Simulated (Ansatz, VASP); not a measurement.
**One calculation of TiSi2, two programs**

```xyz
3
Lattice="-1.4669 1.7001 4.1740 1.4669 -1.7001 4.1740 1.4669 1.7001 -4.1740" Properties=species:S:1:pos:R:3 pbc="T T T"
Ti    0.0000    0.0000    0.0000
Si    0.0000    0.0000    2.8635
Si    0.0000    0.0000    5.4845
```

Alike in both runs: task single point; functional LDA; k mesh 18 × 18 × 18; occupations gaussian, width 0.15 eV; no spin polarisation.

|  | VASP | Ansatz |
| --- | --- | --- |
| version | VASP 6.6.1 | Ansatz 0.2.0 |
| potentials or method | VASP PAW LDA potentials, release 64 (Ti_sv, Si), cutoff 520 eV | scalar-relativistic, plane waves, PAW |
| valence electrons in the cell | 20 | 20 |

VASP gave:

```
gap on the k mesh at the Fermi level (eV)                     : none
pressure (GPa)                                                : -1.7
traceless stress, the component that is largest in VASP (GPa) : 2.07
rms of the force components (eV/Å)                            : 0.425
```

Task: Which values does Ansatz return?

Result: gap on the k mesh at the Fermi level (eV): none; pressure (GPa): -1.9; traceless stress, the component that is largest in VASP (GPa): 2.04; rms of the force components (eV/Å): 0.421.

Ansatz warns that its potentials were made for another functional, while VASP's fit it. LDA's correlation is that of Perdew and Zunger in VASP and of Perdew and Wang (1992) in Ansatz. Atom by atom the forces differ by 0.004 eV/Å (rms over components). A gap of «none» marks a metal or a gap that the smearing closes.
